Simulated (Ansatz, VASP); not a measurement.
One calculation of W, two programs

File INCAR:

```
SYSTEM = W
PREC = Accurate ; ENCUT = 500
EDIFF = 1E-6 ; ISMEAR = 0
SIGMA = 0.15 ; LREAL = .FALSE.
LASPH = .TRUE. ; NELM = 120
ALGO = Normal ; ISIF = 2
LWAVE = .FALSE. ; LCHARG = .TRUE.
GGA = PS ; LELF = .TRUE.
LVHAR = .TRUE. ; NBANDS = 13
GGA_COMPAT = .FALSE.
```

File KPOINTS:

```
Automatic mesh
0
G
  22 22 22
  0 0 0
```

POSCAR

```
W
1.0
    0.0000000000      2.1973491645      1.7429373573
    2.1973491645      0.0000000000      1.7429373573
    2.1973491645      2.1973491645      0.0000000000
W
1
Direct
    0.0000000000      0.0000000000      0.0000000000
```

Input for Ansatz:

```yaml
crystal:
  lattice:
    - [0.0, 2.1973491645, 1.7429373573]
    - [2.1973491645, 0.0, 1.7429373573]
    - [2.1973491645, 2.1973491645, 0.0]
  atoms:
    - { symbol: W, position: [0.0, 0.0, 0.0] }
basis:
  ecutwfc: 420
kpoints:
  mp_grid: { grid: [22, 22, 22] }
hamiltonian:
  xc: pbesol
  pseudopotentials: { kind: paw, azcp: { folder: soft_1 } }
scf:
  occupations: { method: gaussian, width: 0.15 }
output:
  forces: true
  stress: true
  eigenvalues: true
```

Alike in both runs: task single point; functional PBEsol; k mesh 22 × 22 × 22; occupations gaussian, width 0.15 eV; no spin polarisation.

```csv
,VASP,Ansatz
version,VASP 6.6.1,Ansatz 0.2.0
potentials or method,"VASP PAW PBE potentials, release 64 (W_sv), cutoff 500 eV","scalar-relativistic, plane waves, PAW"
valence electrons in the cell,14,14
```

VASP gave:

```
gap on the k mesh at the Fermi level (eV)                     : none
pressure (GPa)                                                : -17.5
traceless stress, the component that is largest in VASP (GPa) : -16.77
```

Which values does Ansatz return?

gap on the k mesh at the Fermi level (eV): none; pressure (GPa): -17.9; traceless stress, the component that is largest in VASP (GPa): -16.82.

VASP's potentials were made for PBE, not for PBEsol, and Ansatz warns of the same on its side. A gap of «none» marks a metal or a gap that the smearing closes.

Spin-orbit coupling is off throughout.
